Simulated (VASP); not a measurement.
Input of a VASP 6.6.1 run:

The input INCAR:

```
ALGO     = Normal         # electronic algorithm
EDIFF    = 1E-8           # SCF threshold, eV
ENCUT    = 520            # plane-wave cutoff, eV
GGA      = PE             # functional
IBRION   = 8              # ionic algorithm
ISIF     = 2              # what is computed and relaxed
ISMEAR   = 0              # smearing method
LASPH    = True           # aspherical terms in the spheres
LCHARG   = True           # write CHGCAR
LEPSILON = True           # dielectric tensor by DFPT
LREAL    = False          # projectors in reciprocal space
LWAVE    = False          # write WAVECAR
NELM     = 80             # most SCF steps
NSW      = 1              # ionic steps
PREC     = Accurate       # precision mode
SIGMA    = 0.01           # smearing width, eV
```

The input KPOINTS:

```
k-points
0
Gamma
  8 8 8
```

The input POSCAR:

```
NaCl
1.0
    3.4477000000      0.0000000000      0.0000000000
    0.0000000000      3.4477000000      0.0000000000
    0.0000000000      0.0000000000      3.4477000000
Na Cl
1 1
Direct
    0.0000000000      0.0000000000      0.0000000000
    0.5000000000      0.5000000000      0.5000000000
```

Potentials or basis: VASP PAW PBE potentials, release 64 (Na_pv, Cl).

Command:

```sh
$ cat potpaw_PBE.64/Na_pv/POTCAR potpaw_PBE.64/Cl/POTCAR > POTCAR
$ mpirun -np 1 vasp_std > vasp.out
```

(1) Predict the electronic dielectric tensor (diagonal).

(2) Predict the Born charges (mean of the diagonal).

(3) Estimate the highest phonon frequency at Γ, LO-TO splitting left out.

Results:

(1) 2.74.

(2) Na +1.18; Cl -1.18 e.

(3) 104 cm⁻¹.

Caveat: the cell wasn't relaxed at this level first, which shifts response properties.
